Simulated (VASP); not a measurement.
# LiSi16 (a cell with a defect) in VASP: single point with PBEsol

Aim: the single point of LiSi16 (a cell with a defect) with PBEsol.

Program: VASP 6.6.1. These are calculated values, not measurements. Logs are shortened: lines on timing, memory, paths and dates and some standing lists are left out, and cuts for length are marked.

**1. The cell of the first run**

The cell holds a defect, 17 atoms: a = 7.679 Å, b = 7.679 Å, c = 7.679 Å, α = 60.00°, β = 60.00°, γ = 60.00°.

**2. Single point, PBEsol**

INCAR reads:

```
SYSTEM = LiSi16
  PREC = Accurate
  ENCUT = 520
  EDIFF = 1E-7
  ISMEAR = 0
  SIGMA = 0.05
  LREAL = Auto
  LASPH = .True.
  NELM = 100
  ALGO = Normal
  ISIF = 2
  LWAVE = .False.
  LCHARG = .True.
  GGA = PS
  LELF = .True.
  LVHAR = .True.
  NELECT = 66.0
  NBANDS = 48
```

KPOINTS reads:

```
Automatic mesh
0
Gamma
  2 2 2
  0 0 0
```

POSCAR reads:

```
LiSi16
1.0
    0.0000000000      5.4300000000      5.4300000000
    5.4300000000      0.0000000000      5.4300000000
    5.4300000000      5.4300000000      0.0000000000
Si Li
16 1
Direct
    0.0101171271     -0.0313029466      0.0103184162
    0.1184502762      0.1202837937      0.1186488029
   -0.0177144567      0.0053463168      0.5059126151
    0.1184510129      0.1202889503      0.6420675875
   -0.0012546041      0.4943155617     -0.0010569982
    0.1340749540      0.5968342541      0.1342738490
   -0.0012551565      0.4943209024      0.5074522099
    0.1169024862      0.6313153775      0.6256214549
    0.5057135359      0.0053450276     -0.0175137201
    0.6418661142      0.1202911602      0.1186500921
    0.5057126151      0.0053413444      0.5059115101
    0.6140345304      0.1569476059      0.6142350829
    0.5072529466      0.4943229282     -0.0010577348
    0.6254238490      0.6313139042      0.1171017495
    0.4900821363      0.5288128913      0.4902810313
    0.6254235727      0.6313097606      0.6256209945
    0.3120768877      0.0628175875      0.3122781768
```

Potentials or basis: VASP PAW PBE potentials, release 64 (Si, Li_sv).

Command:

```sh
cat potpaw_PBE.64/Si/POTCAR potpaw_PBE.64/Li_sv/POTCAR > POTCAR
mpirun -np 1 vasp_std > vasp.out
```

OUTCAR:

```text
SYSTEM = LiSi16
   PREC = Accurate
   ENCUT = 520
   EDIFF = 1E-7
   ISMEAR = 0
   LREAL = Auto
   LASPH = .True.
   NELM = 100
   ISIF = 2
   GGA = PS
   NELECT = 66.0

 ion  position               nearest neighbor table
   1  0.010  0.969  0.010-   2 2.32   4 2.32  10 2.32   6 2.33
   2  0.118  0.120  0.119-   1 2.32   5 2.35  17 2.35   9 2.43   3 2.43
   3  0.982  0.005  0.506-  12 2.32   8 2.35  17 2.35   4 2.43   2 2.43
   4  0.118  0.120  0.642-   1 2.32   7 2.35  17 2.35  11 2.43   3 2.43
   5  0.999  0.494  0.999-  14 2.34   8 2.34   6 2.34   2 2.35
   6  0.134  0.597  0.134-   1 2.33  13 2.34   7 2.34   5 2.34
   7  0.999  0.494  0.507-  16 2.34   8 2.34   6 2.34   4 2.35
   8  0.117  0.631  0.626-   7 2.34   5 2.34  15 2.34   3 2.35
   9  0.506  0.005  0.982-  12 2.32  14 2.35  17 2.35  10 2.43   2 2.43
  10  0.642  0.120  0.119-   1 2.32  13 2.35  17 2.35  11 2.43   9 2.43
  11  0.506  0.005  0.506-  12 2.32  16 2.35  17 2.35  10 2.43   4 2.43
  12  0.614  0.157  0.614-   3 2.32   9 2.32  11 2.32  15 2.33
  13  0.507  0.494  0.999-  16 2.34  14 2.34   6 2.34  10 2.35
  14  0.625  0.631  0.117-  13 2.34   5 2.34  15 2.34   9 2.35
  15  0.490  0.529  0.490-  12 2.33  16 2.34  14 2.34   8 2.34
  16  0.625  0.631  0.626-  13 2.34   7 2.34  15 2.34  11 2.35
  17  0.312  0.063  0.312-   2 2.35   4 2.35  10 2.35   3 2.35   9 2.35  11 2.35

  LATTYP: Found a face centered cubic cell.
 ALAT       =    10.8600000000

  Lattice vectors:

 A1 = (   0.0000000000,   5.4300000000,   5.4300000000)
 A2 = (   5.4300000000,   0.0000000000,   5.4300000000)
 A3 = (   5.4300000000,   5.4300000000,   0.0000000000)

Analysis of symmetry for initial positions (statically):
=====================================================================
 Subroutine PRICEL returns:
 Original cell was already a primitive cell.

 Routine SETGRP: Setting up the symmetry group for a
 face centered cubic supercell.

 Subroutine GETGRP returns: Found  2 space group operations
 (whereof  1 operations were pure point group operations)
 out of a pool of 48 trial point group operations.

The static configuration has the point symmetry C_1 .
 The point group associated with its full space group is C_1h.

Analysis of symmetry for dynamics (positions and initial velocities):
=====================================================================
 Subroutine PRICEL returns:
 Original cell was already a primitive cell.

 Routine SETGRP: Setting up the symmetry group for a
 face centered cubic supercell.

 Subroutine GETGRP returns: Found  2 space group operations
 (whereof  1 operations were pure point group operations)
 out of a pool of 48 trial point group operations.

The dynamic configuration has the point symmetry C_1 .
 The point group associated with its full space group is C_1h.

 Subroutine INISYM returns: Found  2 space group operations
 (whereof  1 operations are pure point group operations),
 and found     1 'primitive' translations

----------------------------------------------------------------------------------------

                                     Primitive cell

  volume of cell :     320.2060

  direct lattice vectors                    reciprocal lattice vectors
     0.000000000  5.430000000  5.430000000    -0.092081031  0.092081031  0.092081031
     5.430000000  0.000000000  5.430000000     0.092081031 -0.092081031  0.092081031
     5.430000000  5.430000000  0.000000000     0.092081031  0.092081031 -0.092081031

  length of vectors
     7.679179644  7.679179644  7.679179644     0.159489025  0.159489025  0.159489025

  position of ions in fractional coordinates (direct lattice)
     0.010117127  0.968697053  0.010318416
     0.118450276  0.120283794  0.118648803
     0.982285543  0.005346317  0.505912615
     0.118451013  0.120288950  0.642067588
     0.998745396  0.494315562  0.998943002
     0.134074954  0.596834254  0.134273849
[... 9 lines left out ...]
     0.625423573  0.631309761  0.625620994
     0.312076888  0.062817587  0.312278177

  ion indices of the primitive-cell ions
   primitive index   ion index
                 1           1
                 2           2
                 3           3
                 4           4
                 5           5
                 6           6
[... 9 lines left out ...]
                16          16
                17          17

----------------------------------------------------------------------------------------

 KPOINTS: Automatic mesh

Automatic generation of k-mesh.
 Grid dimensions read from file:
 generate k-points for:    2    2    2

 Generating k-lattice:

  Cartesian coordinates                     Fractional coordinates (reciprocal lattice)
    -0.046040516  0.046040516  0.046040516     0.500000000  0.000000000  0.000000000
     0.046040516 -0.046040516  0.046040516     0.000000000  0.500000000  0.000000000
     0.046040516  0.046040516 -0.046040516     0.000000000  0.000000000  0.500000000

  Length of vectors
     0.079744512  0.079744512  0.079744512

  Shift w.r.t. Gamma in fractional coordinates (k-lattice)
     0.000000000  0.000000000  0.000000000

 Subroutine IBZKPT returns following result:
 ===========================================

 Found      6 irreducible k-points:

 Following reciprocal coordinates:
            Coordinates               Weight
  0.000000  0.000000  0.000000      1.000000
  0.500000  0.000000  0.000000      2.000000
  0.000000  0.500000  0.000000      1.000000
  0.500000  0.500000  0.500000      1.000000
  0.500000  0.500000  0.000000      2.000000
  0.500000  0.000000  0.500000      1.000000
   k-points           NKPTS =      6   k-points in BZ     NKDIM =      6   number of bands    NBANDS=     48
   number of dos      NEDOS =    301   number of ions     NIONS =     17
   total plane-waves  NPLWV = 216000
   dimension x,y,z NGX =    60 NGY =   60 NGZ =   60
   dimension x,y,z NGXF=   120 NGYF=  120 NGZF=  120
   ions per type =              16   1
   NGX,Y,Z   is equivalent  to a cutoff of  12.99, 12.99, 12.99 a.u.
   NGXF,Y,Z  is equivalent  to a cutoff of  25.98, 25.98, 25.98 a.u.
 SYSTEM =  LiSi16
   PREC   = accura    normal or accurate (medium, high low for compatibility)
   ISTART =      0    job   : 0-new  1-cont  2-samecut
   ICHARG =      2    charge: 1-file 2-atom 10-const
   ISPIN  =      1    spin polarized calculation?
   LNONCOLLINEAR =      F non collinear calculations
   LSORBIT =      F    spin-orbit coupling
   LASPH  =      T    aspherical Exc in radial PAW
   ENCUT  =  520.0 eV  38.22 Ry    6.18 a.u.  14.28 14.28 14.28*2*pi/ulx,y,z
   NELM   =    100;   NELMIN=  2; NELMDL= -5     # of ELM steps
   EDIFF  = 0.1E-06   stopping-criterion for ELM
   LREAL  =      T    real-space projection
   EDIFFG = 0.1E-05   stopping-criterion for IOM
   NSW    =      0    number of steps for IOM
   IBRION =     -1    ionic relax: 0-MD 1-quasi-New 2-CG
   NFREE  =      0    steps in history (QN), initial steepest desc. (CG)
   ISIF   =      2    stress and relaxation
   ISYM   =      2    0-nonsym 1-usesym 2-fastsym
   POTIM  = 0.5000    time-step for ionic-motion
   TEBEG  =    0.0;   TEEND  =   0.0 temperature during run
   PSTRESS=    0.0 pullay stress
   NELECT =      66.0000    total number of electrons
   NUPDOWN=      -1.0000    fix difference up-down
   EMIN   =  10.00;   EMAX   =-10.00  energy-range for DOS
   EFERMI =   0.00;   METHOD = LEGACY
   ISMEAR =     0;   SIGMA  =   0.05  broadening in eV -4-tet -1-fermi 0-gaus
   EFERMI_NEDOS =   21; number of points for ismear=-14 and -15
   IALGO  =     38    algorithm
   IMIX   =      4    mixing-type and parameters
     AMIX     =   0.40;   BMIX     =  1.00
     AMIX_MAG =   1.60;   BMIX_MAG =  1.00
  volume/ion in A,a.u.               =      18.84       127.11
  Fermi-wavevector in a.u.,A,eV,Ry     =   0.967044  1.827449 12.723821  0.935174
  Thomas-Fermi vector in A             =   2.096897
   LORBIT       =      0    0 simple, 1 ext, 2 COOP (PROOUT), +10 PAW based schemes
   GGA     = PS    functional components
   LHFCALC =     F    Hartree Fock is set to
   AEXX    =    0.0000 exact exchange contribution
   IVDW    =     0    specifies the selected vdW correction
   LEPSILON=     F    determine dielectric tensor
   LRPA    =     F    only Hartree local field effects (RPA)
 non-spin polarized calculation
 Gauss-broadening in eV      SIGMA  =   0.05
  energy-cutoff  :      520.00
  volume of cell :      320.21
 maximum number of plane-waves:      8646
 NGX is ok and might be reduce to    60
   NGX = 29   NGY = 29   NGZ = 29

 number of electron      66.0000001 magnetization

 Free energy of the ion-electron system (eV)
  ---------------------------------------------------
  ext. energy  EPLUGINS =         0.00000000
  ---------------------------------------------------
  free energy    TOTEN  =       -98.16695367 eV

  energy without entropy =      -98.16611113  energy(sigma->0) =      -98.16653240

 E-fermi :   6.1034     XC(G=0):  -9.5863

 val. band max:        6.0201585667   @ k =   0.0000   0.0000   0.0000
 cond. band min:       6.1771391114   @ k =   0.0000   0.0000   0.0000
 fundamental gap:      0.1569805447
 Fermi energy:         6.1034257897

 k-point     1 :       0.0000    0.0000    0.0000
  band No.  band energies     occupation
      1     -39.6020      2.00000
      2      -5.9742      2.00000
      3      -3.7223      2.00000
      4      -3.6512      2.00000
      5      -3.6512      2.00000
      6      -3.6060      2.00000
[... 37 lines left out ...]
     44       8.1973      0.00000
     45       8.1973      0.00000

 k-point     2 :       0.5000    0.0000    0.0000
  band No.  band energies     occupation
      1     -39.6021      2.00000
      2      -5.2220      2.00000
      3      -5.1475      2.00000
      4      -3.3614      2.00000
      5      -3.3531      2.00000
      6      -3.3205      2.00000
[... 184 lines left out ...]
 k-point     6 :       0.5000    0.0000    0.5000
  band No.  band energies     occupation
      1     -39.6020      2.00000
      2      -4.9502      2.00000
      3      -4.8562      2.00000
      4      -3.9971      2.00000
      5      -3.9625      2.00000
      6      -3.9445      2.00000
[... 37 lines left out ...]
     44      10.1466      0.00000
     45      10.2042      0.00000
 [bands above 45 left out]

------------------------ aborting loop because EDIFF is reached ----------------------------------------

  FORCE on cell =-STRESS in cart. coord.  units (eV):
  Direction    XX          YY          ZZ          XY          YZ          ZX
  --------------------------------------------------------------------------------------
  -------------------------------------------------------------------------------------
  Total       -3.6688496     -3.6638387     -3.6688496      0.9592673      0.9592673     -0.9596120
  in kB      -18.3573929    -18.3323206    -18.3573929      4.7997734      4.7997734     -4.8014980
  external PRESSURE =     -18.3490355 kB  Pullay stress =       0.0000000 kB

 VOLUME and BASIS-vectors are now :
 -----------------------------------------------------------------------------
  energy-cutoff  :      520.00
  volume of cell :      320.21
      direct lattice vectors                 reciprocal lattice vectors
     0.000000000  5.430000000  5.430000000    -0.092081031  0.092081031  0.092081031
     5.430000000  0.000000000  5.430000000     0.092081031 -0.092081031  0.092081031
     5.430000000  5.430000000  0.000000000     0.092081031  0.092081031 -0.092081031

 POSITION                                       TOTAL-FORCE (eV/Angst)
 -----------------------------------------------------------------------------------
      5.31605      0.11097      5.31496        -0.016600      0.016590     -0.016600
      1.29740      1.28745      1.29633        -0.000189      0.004010     -0.000189
      2.77614      8.08092      5.36284         0.001570     -0.001057      0.002885
      4.13960      4.12962      1.29636        -0.004002     -0.000072     -0.000050
      8.10839     10.84745      8.10732        -0.003726     -0.007548     -0.003726
      3.96992      1.45713      3.96884         0.010231     -0.008951      0.010231
[... 9 lines left out ...]
      6.82513      6.79317      6.82406         0.002903      0.005874      0.002903
      2.03677      3.39025      2.03568        -0.000952      0.000286     -0.000952
 -----------------------------------------------------------------------------------
    total drift:                                0.008843     -0.006136     -0.000614

  FREE ENERGIE OF THE ION-ELECTRON SYSTEM (eV)
  ---------------------------------------------------
  free  energy   TOTEN  =       -98.1669536661 eV

  energy  without entropy=      -98.1661111312  energy(sigma->0) =      -98.16653240
```

Wall time 2.7 min (1 thread of AMD EPYC 9R45 (Zen 5), shared host); peak memory 0.43 GiB.

Results:

| Item | Value |
| --- | --- |
| Free energy | -98.1670 eV |
| Largest force | 0.029 eV/Å |

Forces in eV/Å, atoms in the order of the input:
```
Si  -0.017  0.017 -0.017
Si   0.000  0.004  0.000
Si   0.002 -0.001  0.003
Si  -0.004  0.000  0.000
Si  -0.004 -0.008 -0.004
Si   0.010 -0.009  0.010
Si   0.007  0.004 -0.004
Si   0.003 -0.003 -0.007
Si   0.003 -0.001  0.002
Si   0.000  0.000 -0.004
Si   0.002 -0.003  0.002
Si   0.016 -0.016  0.016
Si  -0.004  0.004  0.007
Si  -0.007 -0.003  0.003
Si  -0.010  0.010 -0.010
Si   0.003  0.006  0.003
Li  -0.001  0.000 -0.001
```

Caveat: the k points lie up to 0.50 Å⁻¹ apart; the cell carries a net charge on a neutralising background, which shifts energy and pressure; the cell is charged against a uniform background, so pressure and absolute levels hang on convention; the cutoff is under 1.25 times the usual one of these potentials, so pressure, stress and relaxed cells hold a basis-set (Pulay) error; the PAW data sets were made with another functional, which shifts forces and pressure a little.
